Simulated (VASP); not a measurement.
**HfSiO4: single point with r2SCAN+rVV10**

The system is HfSiO4.

```
CELL_PARAMETERS angstrom
0.00000 3.12827 3.12827
3.12827 0.00000 3.12827
3.12827 3.12827 0.00000
ATOMIC_POSITIONS crystal
Hf 0.25000 0.25000 0.25000
Si 0.00000 0.00000 0.00000
O 0.62370 0.62370 0.62370
O 0.62370 0.62370 0.12890
O 0.62370 0.12890 0.62370
O 0.12890 0.62370 0.62370
```

| Property | Result |
| --- | --- |
| Program | VASP 6.6.1 |
| Task | single point |
| Functional | r2SCAN |
| Dispersion | rVV10 |
| Potentials or basis | VASP PAW PBE potentials, release 64 (Hf_pv, Si, O) |
| Cutoff | 520 eV |
| k mesh | 8 × 8 × 8 |
| Occupations | fermi-dirac, width 0.03 eV |
| Spin | no spin polarisation |

- Pressure: -1.0 GPa
- Largest force: 0.062 eV/Å
- Band gap on the k mesh: zero (band 19 reaches 6.86 eV, above the bottom of band 20 at 6.03 eV)

Forces on the atoms (eV/Å):
```
Hf   0.000  0.000  0.000
Si   0.000  0.000  0.000
O    0.036  0.036  0.036
O   -0.036 -0.036  0.036
O   -0.036  0.036 -0.036
O    0.036 -0.036 -0.036
```

Levels at points of the mesh, in eV from the Fermi level:
| k point | band 15 | band 16 | band 17 | band 18 | band 19 | band 20 | band 21 | band 22 | band 23 | band 24 |
| --- | --- | --- | --- | --- | --- | --- | --- | --- | --- | --- |
| (0.00, 0.00, 0.00) | -0.65 | -0.65 | -0.65 | -0.35 | -0.35 | -0.35 | 1.02 | 1.02 | 1.02 | 4.58 |
| (0.50, 0.00, 0.00) | -3.33 | -3.15 | -2.36 | -0.61 | 0.48 | 0.48 | 0.79 | 1.13 | 1.13 | 3.69 |
| (0.50, 0.50, 0.00) | -3.25 | -2.99 | -2.99 | -1.46 | 0.08 | 0.08 | 0.40 | 0.40 | 0.93 | 3.79 |

It took 4.7 min on 1 thread of Intel(R) Xeon(R) Platinum 8375C CPU @ 2.90GHz (Ice Lake) (shared host), peak memory 0.41 GiB.

Caveat: the PAW data sets were made with another functional, which shifts forces and pressure a little; spin-orbit coupling is left out, which moves the levels of the heavy elements.
